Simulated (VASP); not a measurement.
# PbS (Cmcm) in VASP: further runs, part 2 of 2

VASP 6.6.1. Earlier steps stand in the parts before.

### Step 4. Single point, PBEsol

This run uses another cell than the first one, of 27.37 Å³/atom.

Contents of INCAR:

```
SYSTEM = PbS
PREC = Accurate ; ENCUT = 520
EDIFF = 1E-6 ; ISMEAR = 0
SIGMA = 0.01 ; LREAL = .False.
LASPH = .True. ; NELM = 100
ALGO = Normal ; ISIF = 2
LWAVE = .False. ; LCHARG = .True.
GGA = PS ; LELF = .True.
LVHAR = .True. ; NBANDS = 28
```

Contents of KPOINTS:

```
regular mesh
0
Gamma
  6 6 6
  0 0 0
```

Contents of POSCAR:

```
PbS
1.0
    2.0982792087     -6.0440863365      0.0000000000
    2.0982792087      6.0440863365      0.0000000000
    0.0000000000      0.0000000000      4.3170261510
Pb S
2 2
Direct
    0.8694366500      0.1305633500      0.7500000000
    0.1305633500      0.8694366500      0.2500000000
    0.6452029100      0.3547970900      0.7500000000
    0.3547970900      0.6452029100      0.2500000000
```

Potentials or basis: VASP PAW PBE potentials, release 64 (Pb_d, S).

Run with:

```sh
$ cat potpaw_PBE.64/Pb_d/POTCAR potpaw_PBE.64/S/POTCAR > POTCAR
$ mpirun -np 1 vasp_std > vasp.out
```

OUTCAR:

```text
SYSTEM = PbS
   PREC = Accurate
   ENCUT = 520
   EDIFF = 1E-6
   ISMEAR = 0
   LREAL = .False.
   LASPH = .True.
   NELM = 100
   ISIF = 2
   GGA = PS

 ion  position               nearest neighbor table
   1  0.869  0.131  0.750-   3 2.71   4 3.02   4 3.02   4 3.02   4 3.02   2 3.82   2 3.82
   2  0.131  0.869  0.250-   4 2.71   3 3.02   3 3.02   3 3.02   3 3.02   1 3.82   1 3.82
   3  0.645  0.355  0.750-   1 2.71   2 3.02   2 3.02   2 3.02   2 3.02
   4  0.355  0.645  0.250-   2 2.71   1 3.02   1 3.02   1 3.02   1 3.02

  LATTYP: Found a base centered orthorhombic cell.
 ALAT       =     4.1965584174
 B/A-ratio  =     2.8804967001
 C/A-ratio  =     1.0287063164

  Lattice vectors:

 A1 = (   2.0982792087,  -6.0440863365,   0.0000000000)
 A2 = (   2.0982792087,   6.0440863365,   0.0000000000)
 A3 = (   0.0000000000,   0.0000000000,   4.3170261510)

Analysis of symmetry for initial positions (statically):
=====================================================================
 Subroutine PRICEL returns:
 Original cell was already a primitive cell.

 Routine SETGRP: Setting up the symmetry group for a
 base centered orthorhombic supercell.

 Subroutine GETGRP returns: Found  8 space group operations
 (whereof  4 operations were pure point group operations)
 out of a pool of  8 trial point group operations.

The static configuration has the point symmetry C_2h.
 The point group associated with its full space group is D_2h.

Analysis of symmetry for dynamics (positions and initial velocities):
=====================================================================
 Subroutine PRICEL returns:
 Original cell was already a primitive cell.

 Routine SETGRP: Setting up the symmetry group for a
 base centered orthorhombic supercell.

 Subroutine GETGRP returns: Found  8 space group operations
 (whereof  4 operations were pure point group operations)
 out of a pool of  8 trial point group operations.

The dynamic configuration has the point symmetry C_2h.
 The point group associated with its full space group is D_2h.

 Subroutine INISYM returns: Found  8 space group operations
 (whereof  4 operations are pure point group operations),
 and found     1 'primitive' translations

----------------------------------------------------------------------------------------

                                     Primitive cell

  volume of cell :     109.4986

  direct lattice vectors                    reciprocal lattice vectors
     2.098279209 -6.044086337  0.000000000     0.238290499 -0.082725489  0.000000000
     2.098279209  6.044086337  0.000000000     0.238290499  0.082725489  0.000000000
     0.000000000  0.000000000  4.317026151     0.000000000  0.000000000  0.231640941

  length of vectors
     6.397949303  6.397949303  4.317026151     0.252241687  0.252241687  0.231640941

  position of ions in fractional coordinates (direct lattice)
     0.869436650  0.130563350  0.750000000
     0.130563350  0.869436650  0.250000000
     0.645202910  0.354797090  0.750000000
     0.354797090  0.645202910  0.250000000

  ion indices of the primitive-cell ions
   primitive index   ion index
                 1           1
                 2           2
                 3           3
                 4           4

----------------------------------------------------------------------------------------

 KPOINTS: regular mesh

Automatic generation of k-mesh.
[... 25 lines left out ...]
  0.333333 -0.000000  0.000000      4.000000
  0.500000 -0.000000  0.000000      2.000000
  0.166667  0.166667  0.000000      2.000000
  0.333333  0.166667  0.000000      4.000000
[... 16 lines left out ...]
  0.333333  0.333333  0.166667      4.000000
  0.500000  0.333333  0.166667      8.000000
 [... further k-points ...]
   k-points           NKPTS =     52   k-points in BZ     NKDIM =     52   number of bands    NBANDS=     28
   number of dos      NEDOS =    301   number of ions     NIONS =      4
   total plane-waves  NPLWV =  73728
   dimension x,y,z NGX =    48 NGY =   48 NGZ =   32
   dimension x,y,z NGXF=    96 NGYF=   96 NGZF=   64
   ions per type =               2   2
   NGX,Y,Z   is equivalent  to a cutoff of  12.47, 12.47, 12.32 a.u.
   NGXF,Y,Z  is equivalent  to a cutoff of  24.94, 24.94, 24.65 a.u.
 SYSTEM =  PbS
   PREC   = accura    normal or accurate (medium, high low for compatibility)
   ISTART =      0    job   : 0-new  1-cont  2-samecut
   ICHARG =      2    charge: 1-file 2-atom 10-const
   ISPIN  =      1    spin polarized calculation?
   LNONCOLLINEAR =      F non collinear calculations
   LSORBIT =      F    spin-orbit coupling
   LASPH  =      T    aspherical Exc in radial PAW
   ENCUT  =  520.0 eV  38.22 Ry    6.18 a.u.  11.90 11.90  8.03*2*pi/ulx,y,z
   NELM   =    100;   NELMIN=  2; NELMDL= -5     # of ELM steps
   EDIFF  = 0.1E-05   stopping-criterion for ELM
   LREAL  =      F    real-space projection
   EDIFFG = 0.1E-04   stopping-criterion for IOM
   NSW    =      0    number of steps for IOM
   IBRION =     -1    ionic relax: 0-MD 1-quasi-New 2-CG
   NFREE  =      0    steps in history (QN), initial steepest desc. (CG)
   ISIF   =      2    stress and relaxation
   ISYM   =      2    0-nonsym 1-usesym 2-fastsym
   POTIM  = 0.5000    time-step for ionic-motion
   TEBEG  =    0.0;   TEEND  =   0.0 temperature during run
   PSTRESS=    0.0 pullay stress
   NELECT =      40.0000    total number of electrons
   NUPDOWN=      -1.0000    fix difference up-down
   EMIN   =  10.00;   EMAX   =-10.00  energy-range for DOS
   EFERMI =   0.00;   METHOD = LEGACY
   ISMEAR =     0;   SIGMA  =   0.01  broadening in eV -4-tet -1-fermi 0-gaus
   EFERMI_NEDOS =   21; number of points for ismear=-14 and -15
   IALGO  =     38    algorithm
   IMIX   =      4    mixing-type and parameters
     AMIX     =   0.40;   BMIX     =  1.00
     AMIX_MAG =   1.60;   BMIX_MAG =  1.00
  volume/ion in A,a.u.               =      27.37       184.73
  Fermi-wavevector in a.u.,A,eV,Ry     =   1.170286  2.211520 18.634117  1.369569
  Thomas-Fermi vector in A             =   2.306747
   LORBIT       =      0    0 simple, 1 ext, 2 COOP (PROOUT), +10 PAW based schemes
   GGA     = PS    functional components
   LHFCALC =     F    Hartree Fock is set to
   AEXX    =    0.0000 exact exchange contribution
   IVDW    =     0    specifies the selected vdW correction
   LEPSILON=     F    determine dielectric tensor
   LRPA    =     F    only Hartree local field effects (RPA)
 non-spin polarized calculation
 Gauss-broadening in eV      SIGMA  =   0.01
  energy-cutoff  :      520.00
  volume of cell :      109.50
 maximum number of plane-waves:      2976
   NGX = 23   NGY = 23   NGZ = 17

 number of electron      40.0000007 magnetization

 Free energy of the ion-electron system (eV)
  ---------------------------------------------------
  ext. energy  EPLUGINS =         0.00000000
  ---------------------------------------------------
  free energy    TOTEN  =       -18.70427562 eV

  energy without entropy =      -18.70427562  energy(sigma->0) =      -18.70427562

 E-fermi :   4.5413     XC(G=0):  -9.6582

 val. band max:        4.4389015020   @ k =   0.5000   0.5000   0.3333
 cond. band min:       5.6234349832   @ k =   0.5000   0.5000   0.0000
 fundamental gap:      1.1845334812
 Fermi energy:         4.5412542438

 k-point     1 :       0.0000    0.0000    0.0000
  band No.  band energies     occupation
      1     -11.7902      2.00000
      2     -11.7055      2.00000
      3     -11.6981      2.00000
      4     -11.6949      2.00000
      5     -11.6621      2.00000
      6     -11.6595      2.00000
[... 733 lines left out ...]
     27      11.5951      0.00000
     28      12.1365      0.00000

 [... further k-points ...]

------------------------ aborting loop because EDIFF is reached ----------------------------------------

  FORCE on cell =-STRESS in cart. coord.  units (eV):
  Direction    XX          YY          ZZ          XY          YZ          ZX
  --------------------------------------------------------------------------------------
  -------------------------------------------------------------------------------------
  Total       -2.2412004     -1.8784531     -2.3357640      0.0000000     -0.0000000      0.0000000
  in kB      -32.7931141    -27.4854169    -34.1767630      0.0000000     -0.0000000      0.0000000
  external PRESSURE =     -31.4850980 kB  Pullay stress =       0.0000000 kB

 VOLUME and BASIS-vectors are now :
 -----------------------------------------------------------------------------
  energy-cutoff  :      520.00
  volume of cell :      109.50
      direct lattice vectors                 reciprocal lattice vectors
     2.098279209 -6.044086337  0.000000000     0.238290499 -0.082725489  0.000000000
     2.098279209  6.044086337  0.000000000     0.238290499  0.082725489  0.000000000
     0.000000000  0.000000000  4.317026151     0.000000000  0.000000000  0.231640941

 POSITION                                       TOTAL-FORCE (eV/Angst)
 -----------------------------------------------------------------------------------
      2.09828     -4.46581      3.23777         0.000000      0.189760      0.000000
      2.09828      4.46581      1.07926         0.000000     -0.189760     -0.000000
      2.09828     -1.75524      3.23777         0.000000     -0.075431     -0.000000
      2.09828      1.75524      1.07926         0.000000      0.075431     -0.000000
 -----------------------------------------------------------------------------------
    total drift:                               -0.000000     -0.000000      0.000000

  FREE ENERGIE OF THE ION-ELECTRON SYSTEM (eV)
  ---------------------------------------------------
  free  energy   TOTEN  =       -18.7042756212 eV

  energy  without entropy=      -18.7042756212  energy(sigma->0) =      -18.70427562
```

stdout:

```text
POSCAR found type information on POSCAR PbS
 POSCAR found :  2 types and       4 ions
 scaLAPACK will be used
 -----------------------------------------------------------------------------
|                                                                             |
|                                                                             |
|     You enforced a specific xc type in the INCAR file but a different       |
|     I HOPE YOU KNOW WHAT YOU ARE DOING!                                     |
|                                                                             |
 -----------------------------------------------------------------------------

 LDA part: xc-table for (Slater+PW92), standard interpolation
 POSCAR, INCAR and KPOINTS ok, starting setup
 FFT: planning ... GRIDC
 FFT: planning ... GRID_SOFT
 FFT: planning ... GRID
 WAVECAR not read
 entering main loop
```

Run time: 89 s. Hardware: 1 thread of AMD EPYC 9R45 (Zen 5), shared host; peak memory 0.29 GiB.

What came out:

```
Free energy            : -18.7043 eV
Pressure               : -3.1 GPa
Largest force          : 0.190 eV/Å
Band gap on the k mesh : 1.18 eV (least direct gap 1.36 eV)
```

Forces on the atoms (eV/Å):
```
Pb   0.000  0.190  0.000
Pb   0.000 -0.190  0.000
S    0.000 -0.075  0.000
S    0.000  0.075  0.000
```

Stress tensor (GPa, compression positive):
```
-3.28  0.00  0.00
 0.00 -2.75  0.00
 0.00  0.00 -3.42
```

Caveat: the cell stands under tension; the PAW data sets were made with another functional, which shifts forces and pressure a little; spin-orbit coupling is left out, which moves the levels of the heavy elements. A k mesh can miss the band edges.

### Step 5. The runs side by side

| cell | gap on the mesh (eV) | pressure (GPa) | largest force (eV/Å) |
| --- | --- | --- | --- |
| a = 6.285, b = 6.285, c = 4.241 Å, angles 90.0, 90.0, 141.7°, 4 atoms | 1.07 | -0.5 | 0.13 |
| a = 6.342, b = 6.342, c = 4.279 Å, angles 90.0, 90.0, 141.7°, 4 atoms | 1.13 | -1.9 | 0.04 |
| a = 6.398, b = 6.398, c = 4.317 Å, angles 90.0, 90.0, 141.7°, 4 atoms | 1.18 | -3.1 | 0.19 |

Alike in all rows: task single point; level PBEsol; potentials or basis VASP PAW PBE potentials, release 64 (Pb_d, S); no spin polarisation; k mesh 6 × 6 × 6; cutoff (eV) 520; smearing gaussian 0.01 eV.

Caveats: the PAW data sets were made with another functional, which shifts forces and pressure a little; spin-orbit coupling is left out, which moves the levels of the heavy elements; the cell stands under tension (at least some runs).

Absolute energies hang on the potentials; compare differences alone.
